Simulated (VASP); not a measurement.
# Mn (Fm-3m) in VASP: single point with PBE

Aim: the single point of Mn with PBE.

Program: VASP 6.6.1. These are calculated values, not measurements. Logs are shortened: lines on timing, memory, paths and dates and some standing lists are left out, and cuts for length are marked.

## Step 1: The cell of the first run

The structure is cubic, space group Fm-3m (No. 225). The conventional cell has a = 3.863 Å, b = 3.863 Å, c = 3.863 Å, α = 90.00°, β = 90.00°, γ = 90.00°. Within 3.6 Å of Mn (site symmetry m-3m) lie 12 Mn at 2.73 Å.

This isn't the form of Mn at room conditions, which is a 58-atom cubic cell.

## Step 2: Single point, PBE, non-collinear spin, typed start, spin-orbit coupling

Input file INCAR:

```
PREC = Accurate
ENCUT = 520
EDIFF = 1E-6
ISMEAR = -1
SIGMA = 0.05
LREAL = False
LASPH = True
NELM = 150
ALGO = Normal
ISIF = 2
LWAVE = False
LCHARG = True
MAGMOM = 0 0 4
LORBIT = 11
LSORBIT = True
GGA_COMPAT = False
LORBMOM = True
LMAXMIX = 4
GGA = PE
LVHAR = True
NBANDS = 24
```

Input file KPOINTS:

```
Automatic mesh
0
Gamma
  16 16 16
```

Input file POSCAR:

```
Mn
1.0
    0.0000000000      1.9315000000      1.9315000000
    1.9315000000      0.0000000000      1.9315000000
    1.9315000000      1.9315000000      0.0000000000
Mn
1
Direct
    0.0000000000      0.0000000000      0.0000000000
```

Potentials or basis: VASP PAW PBE potentials, release 64 (Mn_pv).

Started as:

```console
$ cat potpaw_PBE.64/Mn_pv/POTCAR > POTCAR
$ mpirun -np 1 vasp_ncl > vasp.out
```

OUTCAR:

```text
PREC = Accurate
   ENCUT = 520
   EDIFF = 1E-6
   ISMEAR = -1
   LREAL = False
   LASPH = True
   NELM = 150
   ISIF = 2
   LORBIT = 11
   LSORBIT = True
   GGA = PE

 ion  position               nearest neighbor table
   1  0.000  0.000  0.000-

  LATTYP: Found a face centered cubic cell.
 ALAT       =     3.8630000000

  Lattice vectors:

 A1 = (   0.0000000000,   1.9315000000,   1.9315000000)
 A2 = (   1.9315000000,   0.0000000000,   1.9315000000)
 A3 = (   1.9315000000,   1.9315000000,   0.0000000000)

Analysis of symmetry for initial positions (statically):
=====================================================================
 Subroutine PRICEL returns:
 Original cell was already a primitive cell.

 Routine SETGRP: Setting up the symmetry group for a
 face centered cubic supercell.

 Subroutine GETGRP returns: Found 48 space group operations
 (whereof 48 operations were pure point group operations)
 out of a pool of 48 trial point group operations.

The static configuration has the point symmetry O_h .

Analysis of symmetry for dynamics (positions and initial velocities):
=====================================================================
 Subroutine PRICEL returns:
 Original cell was already a primitive cell.

 Routine SETGRP: Setting up the symmetry group for a
 face centered cubic supercell.

 Subroutine GETGRP returns: Found 48 space group operations
 (whereof 48 operations were pure point group operations)
 out of a pool of 48 trial point group operations.

The dynamic configuration has the point symmetry O_h .

Analysis of structural, dynamic, and magnetic symmetry:
=====================================================================
 Subroutine PRICEL returns:
 Original cell was already a primitive cell.

 Routine SETGRP: Setting up the symmetry group for a
 face centered cubic supercell.

 Subroutine GETGRP returns: Found  8 space group operations
 (whereof  8 operations were pure point group operations)
 out of a pool of 48 trial point group operations.

The overall configuration has the point symmetry C_4h.

 Subroutine INISYM returns: Found  8 space group operations
 (whereof  8 operations are pure point group operations),
 and found     1 'primitive' translations

----------------------------------------------------------------------------------------

                                     Primitive cell

  volume of cell :      14.4117

  direct lattice vectors                    reciprocal lattice vectors
     0.000000000  1.931500000  1.931500000    -0.258866166  0.258866166  0.258866166
     1.931500000  0.000000000  1.931500000     0.258866166 -0.258866166  0.258866166
     1.931500000  1.931500000  0.000000000     0.258866166  0.258866166 -0.258866166

  length of vectors
     2.731553496  2.731553496  2.731553496     0.448369352  0.448369352  0.448369352

  position of ions in fractional coordinates (direct lattice)
     0.000000000  0.000000000  0.000000000

  ion indices of the primitive-cell ions
   primitive index   ion index
                 1           1

----------------------------------------------------------------------------------------

 KPOINTS: Automatic mesh

Automatic generation of k-mesh.
 Grid dimensions read from file:
 generate k-points for:   16   16   16

 Generating k-lattice:

  Cartesian coordinates                     Fractional coordinates (reciprocal lattice)
    -0.016179135  0.016179135  0.016179135     0.062500000  0.000000000  0.000000000
     0.016179135 -0.016179135  0.016179135     0.000000000  0.062500000  0.000000000
     0.016179135  0.016179135 -0.016179135     0.000000000  0.000000000  0.062500000

  Length of vectors
     0.028023085  0.028023085  0.028023085

  Shift w.r.t. Gamma in fractional coordinates (k-lattice)
     0.000000000  0.000000000  0.000000000

 Subroutine IBZKPT returns following result:
 ===========================================

 Found    554 irreducible k-points:

 Following reciprocal coordinates:
            Coordinates               Weight
  0.000000  0.000000  0.000000      1.000000
  0.062500  0.000000  0.000000      8.000000
  0.125000  0.000000  0.000000      8.000000
  0.187500  0.000000  0.000000      8.000000
  0.250000  0.000000  0.000000      8.000000
  0.312500  0.000000  0.000000      8.000000
[... 16 lines left out ...]
  0.000000  0.062500  0.312500      8.000000
  0.375000  0.062500  0.000000      8.000000
 [... further k-points ...]
   k-points           NKPTS =    554   k-points in BZ     NKDIM =    554   number of bands    NBANDS=     24
   number of dos      NEDOS =    301   number of ions     NIONS =      1
   total plane-waves  NPLWV =   8000
   dimension x,y,z NGX =    20 NGY =   20 NGZ =   20
   dimension x,y,z NGXF=    40 NGYF=   40 NGZF=   40
   ions per type =               1
   NGX,Y,Z   is equivalent  to a cutoff of  12.17, 12.17, 12.17 a.u.
   NGXF,Y,Z  is equivalent  to a cutoff of  24.34, 24.34, 24.34 a.u.
 SYSTEM =  unknown system
   PREC   = accura    normal or accurate (medium, high low for compatibility)
   ISTART =      0    job   : 0-new  1-cont  2-samecut
   ICHARG =      2    charge: 1-file 2-atom 10-const
   ISPIN  =      1    spin polarized calculation?
   LNONCOLLINEAR =      T non collinear calculations
   LSORBIT =      T    spin-orbit coupling
   LASPH  =      T    aspherical Exc in radial PAW
   ENCUT  =  520.0 eV  38.22 Ry    6.18 a.u.   5.08  5.08  5.08*2*pi/ulx,y,z
   NELM   =    150;   NELMIN=  2; NELMDL= -5     # of ELM steps
   EDIFF  = 0.1E-05   stopping-criterion for ELM
   LREAL  =      F    real-space projection
   EDIFFG = 0.1E-04   stopping-criterion for IOM
   NSW    =      0    number of steps for IOM
   IBRION =     -1    ionic relax: 0-MD 1-quasi-New 2-CG
   NFREE  =      0    steps in history (QN), initial steepest desc. (CG)
   ISIF   =      2    stress and relaxation
   ISYM   =      2    0-nonsym 1-usesym 2-fastsym
   POTIM  = 0.5000    time-step for ionic-motion
   TEBEG  =    0.0;   TEEND  =   0.0 temperature during run
   PSTRESS=    0.0 pullay stress
   NELECT =      13.0000    total number of electrons
   NUPDOWN=      -1.0000    fix difference up-down
   EMIN   =  10.00;   EMAX   =-10.00  energy-range for DOS
   EFERMI =   0.00;   METHOD = LEGACY
   ISMEAR =    -1;   SIGMA  =   0.05  broadening in eV -4-tet -1-fermi 0-gaus
   EFERMI_NEDOS =   21; number of points for ismear=-14 and -15
   IALGO  =     38    algorithm
   IMIX   =      4    mixing-type and parameters
     AMIX     =   0.40;   BMIX     =  1.00
     AMIX_MAG =   1.60;   BMIX_MAG =  1.00
  volume/ion in A,a.u.               =      14.41        97.25
  Fermi-wavevector in a.u.,A,eV,Ry     =   1.581799  2.989166 34.042966  2.502087
  Thomas-Fermi vector in A             =   2.681819
   LORBIT       =     11    0 simple, 1 ext, 2 COOP (PROOUT), +10 PAW based schemes
   GGA     = PE    functional components
   LHFCALC =     F    Hartree Fock is set to
   AEXX    =    0.0000 exact exchange contribution
   IVDW    =     0    specifies the selected vdW correction
   LEPSILON=     F    determine dielectric tensor
   LRPA    =     F    only Hartree local field effects (RPA)
  energy-cutoff  :      520.00
  volume of cell :       14.41
 maximum number of plane-waves:       798
   NGX = 11   NGY = 11   NGZ = 11

 number of electron      13.0000009 magnetization      -0.0000000      0.0000000      2.8767912

 number of electron      13.0000009 magnetization       0.0000000      0.0000000      2.8774801

 number of electron      13.0000009 magnetization      -0.0000000     -0.0000000      2.8788632

 Free energy of the ion-electron system (eV)
  ---------------------------------------------------
  ext. energy  EPLUGINS =         0.00000000
  ---------------------------------------------------
  free energy    TOTEN  =        -8.44279398 eV

  energy without entropy =       -8.42112690  energy(sigma->0) =       -8.43196044

 E-fermi :   7.1702     XC(G=0): -12.2582

 val. band max:        7.1696687081   @ k =   0.3125   0.1250  -0.3750
 cond. band min:       7.1704165378   @ k =   0.5000  -0.4375  -0.1875
 fundamental gap:      0.0007478297
 Fermi energy:         7.1702076782

 k-point     1 :       0.0000    0.0000    0.0000
  band No.  band energies     occupation
      1     -42.2287      1.00000
      2     -41.8368      1.00000
      3     -41.2869      1.00000
      4     -38.9523      1.00000
      5     -38.5627      1.00000
      6     -38.2424      1.00000
[... 16 lines left out ...]
     23      29.8832      0.00000
     24      30.4331      0.00000

 k-point     2 :       0.0625    0.0000    0.0000
  band No.  band energies     occupation
      1     -42.2330      1.00000
      2     -41.8412      1.00000
      3     -41.2915      1.00000
      4     -38.9573      1.00000
      5     -38.5678      1.00000
      6     -38.2475      1.00000
[... 16 lines left out ...]
     23      29.6801      0.00000
     24      29.7150      0.00000

 k-point     3 :       0.1250    0.0000    0.0000
  band No.  band energies     occupation
      1     -42.2457      1.00000
      2     -41.8538      1.00000
      3     -41.3044      1.00000
      4     -38.9720      1.00000
      5     -38.5824      1.00000
      6     -38.2616      1.00000
[... 16 lines left out ...]
     23      29.3453      0.00000
     24      29.3766      0.00000
[... 514 lines left out ...]
 k-point    23 :       0.0000    0.0625    0.3125
  band No.  band energies     occupation
      1     -42.3125      1.00000
      2     -41.9051      1.00000
      3     -41.3630      1.00000
      4     -39.0508      1.00000
      5     -38.6431      1.00000
      6     -38.3226      1.00000
[... 16 lines left out ...]
     23      26.7035      0.00000
     24      27.7131      0.00000

 k-point    24 :       0.3750    0.0625    0.0000
  band No.  band energies     occupation
      1     -42.3294      1.00000
      2     -41.9386      1.00000
      3     -41.3716      1.00000
      4     -39.0719      1.00000
      5     -38.6829      1.00000
      6     -38.3296      1.00000
[... 16 lines left out ...]
     23      26.5300      0.00000
     24      27.5413      0.00000

 [... further k-points ...]

------------------------ aborting loop because EDIFF is reached ----------------------------------------

  FORCE on cell =-STRESS in cart. coord.  units (eV):
  Direction    XX          YY          ZZ          XY          YZ          ZX
  --------------------------------------------------------------------------------------
  -------------------------------------------------------------------------------------
  Total       -1.0927844     -1.0927844     -1.0910158     -0.0000001      0.0000000      0.0000000
  in kB     -121.4873113   -121.4873113   -121.2906915     -0.0000059      0.0000000      0.0000000
  external PRESSURE =    -121.4217714 kB  Pullay stress =       0.0000000 kB

 VOLUME and BASIS-vectors are now :
 -----------------------------------------------------------------------------
  energy-cutoff  :      520.00
  volume of cell :       14.41
      direct lattice vectors                 reciprocal lattice vectors
     0.000000000  1.931500000  1.931500000    -0.258866166  0.258866166  0.258866166
     1.931500000  0.000000000  1.931500000     0.258866166 -0.258866166  0.258866166
     1.931500000  1.931500000  0.000000000     0.258866166  0.258866166 -0.258866166

 POSITION                                       TOTAL-FORCE (eV/Angst)
 -----------------------------------------------------------------------------------
      0.00000      0.00000      0.00000         0.000000     -0.000000     -0.000000
 -----------------------------------------------------------------------------------
    total drift:                               -0.000000      0.000000      0.000000

  FREE ENERGIE OF THE ION-ELECTRON SYSTEM (eV)
  ---------------------------------------------------
  free  energy   TOTEN  =        -8.4427939837 eV

  energy  without entropy=       -8.4211269005  energy(sigma->0) =       -8.43196044

 orbital moment (x)

 # of ion     p       d       tot
 ----------------------------------------
  1         0.000  -0.000  -0.000
 ----------------------------------------
            0.000  -0.000  -0.000

 orbital moment (y)

 # of ion     p       d       tot
 ----------------------------------------
  1         0.000   0.000   0.000
 ----------------------------------------
            0.000   0.000   0.000

 orbital moment (z)

 # of ion     p       d       tot
 ----------------------------------------
  1        -0.000  -0.003  -0.003
 ----------------------------------------
           -0.000  -0.003  -0.003

 Spin-Orbit-Coupling matrix elements

 Ion:    1  E_soc:     -0.0298906
 l=   1
     0.0000000    -0.0036221    -0.0035905
    -0.0036221     0.0000000    -0.0036221
    -0.0035905    -0.0036221     0.0000000
 l=   2
     0.0000000    -0.0004002     0.0000000    -0.0004002    -0.0006154
    -0.0004002     0.0000000    -0.0009443    -0.0001781    -0.0003140
     0.0000000    -0.0009443     0.0000000    -0.0009443     0.0000000
    -0.0004002    -0.0001781    -0.0009443     0.0000000    -0.0003140
    -0.0006154    -0.0003140     0.0000000    -0.0003140     0.0000000
 l=   3
     0.0000000     0.0000000     0.0000000     0.0000000     0.0000000     0.0000000     0.0000000
     0.0000000     0.0000000     0.0000000     0.0000000     0.0000000     0.0000000     0.0000000
     0.0000000     0.0000000     0.0000000     0.0000000     0.0000000     0.0000000     0.0000000
     0.0000000     0.0000000     0.0000000     0.0000000     0.0000000     0.0000000     0.0000000
     0.0000000     0.0000000     0.0000000     0.0000000     0.0000000     0.0000000     0.0000000
     0.0000000     0.0000000     0.0000000     0.0000000     0.0000000     0.0000000     0.0000000
     0.0000000     0.0000000     0.0000000     0.0000000     0.0000000     0.0000000     0.0000000

 total charge

# of ion       s       p       d       tot
------------------------------------------
    1        0.336   6.247   4.979  11.562

 magnetization (x)

# of ion       s       p       d       tot
------------------------------------------
    1        0.000   0.000   0.000   0.000

 magnetization (y)

# of ion       s       p       d       tot
------------------------------------------
    1        0.000   0.000   0.000   0.000

 magnetization (z)

# of ion       s       p       d       tot
------------------------------------------
    1       -0.006  -0.001   2.821   2.814
```

It took 14 min on 1 thread of Intel Xeon Platinum 8488C (Sapphire Rapids), shared host; peak memory 0.37 GiB.

What came out:

| Quantity | Value |
| --- | --- |
| Free energy | -8.4428 eV |
| Pressure | -12.1 GPa |
| Net moment | 2.88 μB per cell |
| Valence electrons inside the program's atomic spheres | Mn 11.56 |

Moments on the atoms (μB; x, y, z):
```
Mn  0.00 0.00 2.81
```

Caveat: the cell stands under tension.
